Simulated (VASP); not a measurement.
# MnSi (P2_13) in VASP: single point with PBE

Aim: the single point of MnSi with PBE.

Program: VASP 6.6.1. These are calculated values, not measurements. Logs are shortened: lines on timing, memory, paths and dates and some standing lists are left out, and cuts for length are marked.

## (1) The cell of the first run

The structure is cubic, space group P2_13 (No. 198). Conventional cell: a = 4.558 Å, b = 4.558 Å, c = 4.558 Å, α = 90.00°, β = 90.00°, γ = 90.00°. Within 3.0 Å of Mn (site symmetry 3) lie 7 Si at 2.30 to 2.55 Å and 6 Mn at 2.79 Å. Si (site symmetry 3) has 7 Mn at 2.30 to 2.55 Å and 6 Si at 2.82 Å within 3.0 Å.

## (2) Single point, PBE, collinear spin, ferromagnetic start

Contents of INCAR:

```
PREC = Accurate
ENCUT = 520
EDIFF = 1E-7
ISMEAR = -1
SIGMA = 0.05
LREAL = False
LASPH = True
NELM = 150
ALGO = Normal
ISIF = 2
LWAVE = False
LCHARG = False
ISPIN = 2
MAGMOM = 1 1 1 1 0 0 0 0
LORBIT = 11
LMAXMIX = 4
GGA = PE
NBANDS = 48
KPAR = 4
```

Contents of KPOINTS:

```
regular mesh
0
Gamma
  10 10 10
```

Contents of POSCAR:

```
MnSi
1.0
    4.5580000000      0.0000000000      0.0000000000
    0.0000000000      4.5580000000      0.0000000000
    0.0000000000      0.0000000000      4.5580000000
Mn Si
4 4
Direct
    0.1355821091      0.1355821091      0.1355821091
    0.6355821091      0.3644178909      0.8644178909
    0.8644178909      0.6355821091      0.3644178909
    0.3644178909      0.8644178909      0.6355821091
    0.8448636451      0.8448636451      0.8448636451
    1.3448636451     -0.3448636451      0.1551363549
    0.1551363549      1.3448636451     -0.3448636451
   -0.3448636451      0.1551363549      1.3448636451
```

Potentials or basis: VASP PAW PBE potentials, release 64 (Mn_pv, Si).

Launch:

```sh
$ cat potpaw_PBE.64/Mn_pv/POTCAR potpaw_PBE.64/Si/POTCAR > POTCAR
$ mpirun -np 4 vasp_std > vasp.out
```

OUTCAR:

```text
PREC = Accurate
   ENCUT = 520
   EDIFF = 1E-7
   ISMEAR = -1
   LREAL = False
   LASPH = True
   NELM = 150
   ISIF = 2
   ISPIN = 2
   LORBIT = 11
   GGA = PE

 ion  position               nearest neighbor table
   1  0.136  0.136  0.136-   5 2.30   6 2.39   7 2.39   8 2.39   6 2.55   7 2.55   8 2.55   2 2.79
                             4 2.79   4 2.79   2 2.79   3 2.79   3 2.79
   2  0.636  0.364  0.864-   6 2.30   5 2.39   7 2.39   8 2.39   7 2.55   8 2.55   5 2.55   3 2.79
                             1 2.79   3 2.79   1 2.79   4 2.79   4 2.79
   3  0.864  0.636  0.364-   7 2.30   6 2.39   5 2.39   8 2.39   8 2.55   5 2.55   6 2.55   2 2.79
                             2 2.79   4 2.79   4 2.79   1 2.79   1 2.79
   4  0.364  0.864  0.636-   8 2.30   6 2.39   7 2.39   5 2.39   6 2.55   7 2.55   5 2.55   1 2.79
                             1 2.79   3 2.79   3 2.79   2 2.79   2 2.79
   5  0.845  0.845  0.845-   1 2.30   2 2.39   3 2.39   4 2.39   2 2.55   3 2.55   4 2.55   6 2.82
                             7 2.82   8 2.82   8 2.82   7 2.82   6 2.82
   6  0.345  0.655  0.155-   2 2.30   1 2.39   3 2.39   4 2.39   3 2.55   4 2.55   1 2.55   8 2.82
                             5 2.82   7 2.82   7 2.82   8 2.82   5 2.82
   7  0.155  0.345  0.655-   3 2.30   2 2.39   1 2.39   4 2.39   4 2.55   1 2.55   2 2.55   8 2.82
                             5 2.82   6 2.82   5 2.82   6 2.82   8 2.82
   8  0.655  0.155  0.345-   4 2.30   2 2.39   3 2.39   1 2.39   2 2.55   3 2.55   1 2.55   7 2.82
                             5 2.82   5 2.82   6 2.82   6 2.82   7 2.82

  LATTYP: Found a simple cubic cell.
 ALAT       =     4.5580000000

  Lattice vectors:

 A1 = (   4.5580000000,   0.0000000000,   0.0000000000)
 A2 = (   0.0000000000,   4.5580000000,   0.0000000000)
 A3 = (   0.0000000000,   0.0000000000,   4.5580000000)

Analysis of symmetry for initial positions (statically):
=====================================================================
 Subroutine PRICEL returns:
 Original cell was already a primitive cell.

 Routine SETGRP: Setting up the symmetry group for a
 simple cubic supercell.

 Subroutine GETGRP returns: Found 12 space group operations
 (whereof  3 operations were pure point group operations)
 out of a pool of 48 trial point group operations.

The static configuration has the point symmetry C_3 .
 The point group associated with its full space group is T   .

Analysis of symmetry for dynamics (positions and initial velocities):
=====================================================================
 Subroutine PRICEL returns:
 Original cell was already a primitive cell.

 Routine SETGRP: Setting up the symmetry group for a
 simple cubic supercell.

 Subroutine GETGRP returns: Found 12 space group operations
 (whereof  3 operations were pure point group operations)
 out of a pool of 48 trial point group operations.

The dynamic configuration has the point symmetry C_3 .
 The point group associated with its full space group is T   .

Analysis of structural, dynamic, and magnetic symmetry:
=====================================================================
 Subroutine PRICEL returns:
 Original cell was already a primitive cell.

 Routine SETGRP: Setting up the symmetry group for a
 simple cubic supercell.

 Subroutine GETGRP returns: Found 12 space group operations
 (whereof  3 operations were pure point group operations)
 out of a pool of 48 trial point group operations.

The overall configuration has the point symmetry C_3 .
 The point group associated with its full space group is T   .

 Subroutine INISYM returns: Found 12 space group operations
 (whereof  3 operations are pure point group operations),
 and found     1 'primitive' translations

----------------------------------------------------------------------------------------

                                     Primitive cell

  volume of cell :      94.6941

  direct lattice vectors                    reciprocal lattice vectors
     4.558000000  0.000000000  0.000000000     0.219394471  0.000000000  0.000000000
     0.000000000  4.558000000  0.000000000     0.000000000  0.219394471  0.000000000
     0.000000000  0.000000000  4.558000000     0.000000000  0.000000000  0.219394471

  length of vectors
     4.558000000  4.558000000  4.558000000     0.219394471  0.219394471  0.219394471

  position of ions in fractional coordinates (direct lattice)
     0.135582109  0.135582109  0.135582109
     0.635582109  0.364417891  0.864417891
     0.864417891  0.635582109  0.364417891
[... 80 lines left out ...]
   ISTART =      0    job   : 0-new  1-cont  2-samecut
   ICHARG =      2    charge: 1-file 2-atom 10-const
   ISPIN  =      2    spin polarized calculation?
   LNONCOLLINEAR =      F non collinear calculations
   LSORBIT =      F    spin-orbit coupling
   LASPH  =      T    aspherical Exc in radial PAW
   ENCUT  =  520.0 eV  38.22 Ry    6.18 a.u.   8.47  8.47  8.47*2*pi/ulx,y,z
   NELM   =    150;   NELMIN=  2; NELMDL= -5     # of ELM steps
   EDIFF  = 0.1E-06   stopping-criterion for ELM
   LREAL  =      F    real-space projection
   EDIFFG = 0.1E-05   stopping-criterion for IOM
   NSW    =      0    number of steps for IOM
   IBRION =     -1    ionic relax: 0-MD 1-quasi-New 2-CG
   NFREE  =      0    steps in history (QN), initial steepest desc. (CG)
   ISIF   =      2    stress and relaxation
   ISYM   =      2    0-nonsym 1-usesym 2-fastsym
   POTIM  = 0.5000    time-step for ionic-motion
   TEBEG  =    0.0;   TEEND  =   0.0 temperature during run
   PSTRESS=    0.0 pullay stress
   NELECT =      68.0000    total number of electrons
   NUPDOWN=      -1.0000    fix difference up-down
   EMIN   =  10.00;   EMAX   =-10.00  energy-range for DOS
   EFERMI =   0.00;   METHOD = LEGACY
   ISMEAR =    -1;   SIGMA  =   0.05  broadening in eV -4-tet -1-fermi 0-gaus
   EFERMI_NEDOS =   21; number of points for ismear=-14 and -15
   IALGO  =     38    algorithm
   IMIX   =      4    mixing-type and parameters
     AMIX     =   0.40;   BMIX     =  1.00
     AMIX_MAG =   1.60;   BMIX_MAG =  1.00
  volume/ion in A,a.u.               =      11.84        79.88
  Fermi-wavevector in a.u.,A,eV,Ry     =   1.466010  2.770356 29.241426  2.149184
  Thomas-Fermi vector in A             =   2.581798
   LORBIT       =     11    0 simple, 1 ext, 2 COOP (PROOUT), +10 PAW based schemes
   GGA     = PE    functional components
   LHFCALC =     F    Hartree Fock is set to
   AEXX    =    0.0000 exact exchange contribution
   IVDW    =     0    specifies the selected vdW correction
   LEPSILON=     F    determine dielectric tensor
   LRPA    =     F    only Hartree local field effects (RPA)
 spin polarized calculation
  energy-cutoff  :      520.00
  volume of cell :       94.69
 maximum number of plane-waves:      2578
 NGX is ok and might be reduce to    36
   NGX = 17   NGY = 17   NGZ = 17

 number of electron      68.0000005 magnetization       3.9643598

 Free energy of the ion-electron system (eV)
  ---------------------------------------------------
  ext. energy  EPLUGINS =         0.00000000
  ---------------------------------------------------
  free energy    TOTEN  =       -61.40548903 eV

  energy without entropy =      -61.36804711  energy(sigma->0) =      -61.38676807

 E-fermi :  10.7969     XC(G=0): -12.6869

 val. band max:       10.7946464207   @ k =   0.3000   0.2000   0.0000
 cond. band min:      10.8001933885   @ k =  -0.1000   0.3000   0.0000
 fundamental gap:      0.0055469678
 Fermi energy:        10.7969425654

 spin component 1

 k-point     1 :       0.0000    0.0000    0.0000
  band No.  band energies     occupation
      1     -37.6330      1.00000
      2     -37.6330      1.00000
      3     -37.6330      1.00000
      4     -37.5662      1.00000
      5     -37.5662      1.00000
      6     -37.5600      1.00000
[... 1165 lines left out ...]
     45      14.7269      0.00000
     46      15.2412      0.00000

 [... further k-points ...]

 spin component 2

 k-point     1 :       0.0000    0.0000    0.0000
  band No.  band energies     occupation
      1     -36.6166      1.00000
      2     -36.6166      1.00000
      3     -36.6166      1.00000
      4     -36.5382      1.00000
      5     -36.3981      1.00000
      6     -36.3981      1.00000
[... 1165 lines left out ...]
     45      15.1546      0.00000
     46      15.5587      0.00000

 [... further k-points ...]

 [bands above 46 left out]

------------------------ aborting loop because EDIFF is reached ----------------------------------------

  FORCE on cell =-STRESS in cart. coord.  units (eV):
  Direction    XX          YY          ZZ          XY          YZ          ZX
  --------------------------------------------------------------------------------------
  -------------------------------------------------------------------------------------
  Total       -3.0940001     -3.0940001     -3.0940001     -0.0000000      0.0000000      0.0000000
  in kB      -52.3489468    -52.3489468    -52.3489468     -0.0000000      0.0000000      0.0000000
  external PRESSURE =     -52.3489468 kB  Pullay stress =       0.0000000 kB

 VOLUME and BASIS-vectors are now :
 -----------------------------------------------------------------------------
  energy-cutoff  :      520.00
  volume of cell :       94.69
      direct lattice vectors                 reciprocal lattice vectors
     4.558000000  0.000000000  0.000000000     0.219394471  0.000000000  0.000000000
     0.000000000  4.558000000  0.000000000     0.000000000  0.219394471  0.000000000
     0.000000000  0.000000000  4.558000000     0.000000000  0.000000000  0.219394471

 POSITION                                       TOTAL-FORCE (eV/Angst)
 -----------------------------------------------------------------------------------
      0.61798      0.61798      0.61798         0.007793      0.007793      0.007793
      2.89698      1.66102      3.94002         0.007793     -0.007793     -0.007793
      3.94002      2.89698      1.66102        -0.007793      0.007793     -0.007793
      1.66102      3.94002      2.89698        -0.007793     -0.007793      0.007793
      3.85089      3.85089      3.85089        -0.001168     -0.001168     -0.001168
      1.57189      2.98611      0.70711        -0.001168      0.001168      0.001168
      0.70711      1.57189      2.98611         0.001168     -0.001168      0.001168
      2.98611      0.70711      1.57189         0.001168      0.001168     -0.001168
 -----------------------------------------------------------------------------------
    total drift:                               -0.000001     -0.000001      0.000000

  FREE ENERGIE OF THE ION-ELECTRON SYSTEM (eV)
  ---------------------------------------------------
  free  energy   TOTEN  =       -61.4054890311 eV

  energy  without entropy=      -61.3680471052  energy(sigma->0) =      -61.38676807

 total charge

# of ion       s       p       d       tot
------------------------------------------
    1        0.325   6.371   5.265  11.961
    2        0.325   6.371   5.265  11.961
    3        0.325   6.371   5.265  11.961
    4        0.325   6.371   5.265  11.961
    5        0.744   0.889   0.000   1.632
    6        0.744   0.889   0.000   1.632
    7        0.744   0.889   0.000   1.632
    8        0.744   0.889   0.000   1.632
--------------------------------------------------
tot          4.275  29.039  21.059  54.373

 magnetization (x)

# of ion       s       p       d       tot
------------------------------------------
    1        0.001   0.006   1.050   1.057
    2        0.001   0.006   1.050   1.057
    3        0.001   0.006   1.050   1.057
    4        0.001   0.006   1.050   1.057
    5       -0.013  -0.037   0.000  -0.050
    6       -0.013  -0.037   0.000  -0.050
    7       -0.013  -0.037   0.000  -0.050
    8       -0.013  -0.037   0.000  -0.050
--------------------------------------------------
tot         -0.051  -0.123   4.200   4.027
```

Wall time 4.6 min (4 MPI ranks of Oxide Virtual Turin-like, shared host); peak memory 0.54 GiB.

What came out:

* Free energy: -61.4055 eV
* Pressure: -5.2 GPa
* Largest force: 0.013 eV/Å
* Band gap on the k mesh: zero (filled and empty bands overlap)
* Net moment: 3.96 μB per cell
* Site moments: Mn +1.06; Si -0.05 μB
* Valence electrons inside the program's atomic spheres: Mn 11.96; Si 1.63

Forces in eV/Å, atoms in the order of the input:
```
Mn   0.008  0.008  0.008
Mn   0.008 -0.008 -0.008
Mn  -0.008  0.008 -0.008
Mn  -0.008 -0.008  0.008
Si  -0.001 -0.001 -0.001
Si  -0.001  0.001  0.001
Si   0.001 -0.001  0.001
Si   0.001  0.001 -0.001
```

Caveat: the cell stands under tension.
